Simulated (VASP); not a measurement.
## SiC: single point with LDA

Crystal: SiC.

```
Si C
1.0
     3.07600    0.00000    0.00000
    -1.53800    2.66389    0.00000
     0.00000    0.00000    5.04800
Si C
2 2
Cartesian
  0.0000 1.7759 0.0000
  1.5380 0.8880 2.5240
  0.0000 1.7759 1.9435
  1.5380 0.8880 4.4675
```

```json
{"Program": "VASP 6.6.1", "Task": "single point", "Functional": "LDA", "Potentials or basis": "VASP PAW LDA potentials, release 64 (Si, C)", "Cutoff": "520 eV", "k mesh": "12 × 12 × 6", "Occupations": "gaussian, width 0.05 eV", "Spin": "no spin polarisation", "Dipole correction": "no", "Further INCAR settings": "ALGO = Normal; EDIFF = 1e-06; NBANDS = 16"}
```

| Quantity | Value |
| --- | --- |
| Pressure | -3.6 GPa |
| Largest force | 0.735 eV/Å |
| Band gap on the k mesh | 2.20 eV (least direct gap 3.97 eV) |

Forces on the atoms (eV/Å):
```
Si   0.000  0.000  0.735
Si   0.000  0.000  0.735
C    0.000  0.000 -0.735
C    0.000  0.000 -0.735
```

Stress tensor (GPa, compression positive):
```
-2.18  0.00  0.00
 0.00 -2.18  0.00
 0.00  0.00 -6.44
```

Levels at points of the mesh, in eV from the valence-band top:
```csv
k point,band 4,band 5,band 6,band 7,band 8,band 9,band 10,band 11,band 12,band 13
"(0.00, 0.00, 0.00)",-1.55,-1.55,-0.27,-0.27,0.00,4.59,6.04,6.40,6.40,7.46
"(0.50, 0.00, 0.00)",-6.53,-5.44,-3.54,-3.29,-1.48,2.49,4.12,6.67,7.12,9.58
"(0.00, 0.00, 0.50)",-4.43,-0.96,-0.96,-0.96,-0.96,5.65,5.65,7.07,7.07,7.07
"(0.50, 0.00, 0.50)",-8.46,-2.69,-2.69,-2.34,-2.34,3.09,3.09,4.89,4.89,10.27
```

Wall time 34 s on 1 thread of Intel(R) Xeon(R) Platinum 8259CL CPU @ 2.50GHz (Skylake/Cascade Lake), on a shared host, peak memory 0.16 GiB.

Caveat: the cell stands under tension. A hybrid or GW would open this gap; LDA tends to underestimate it.
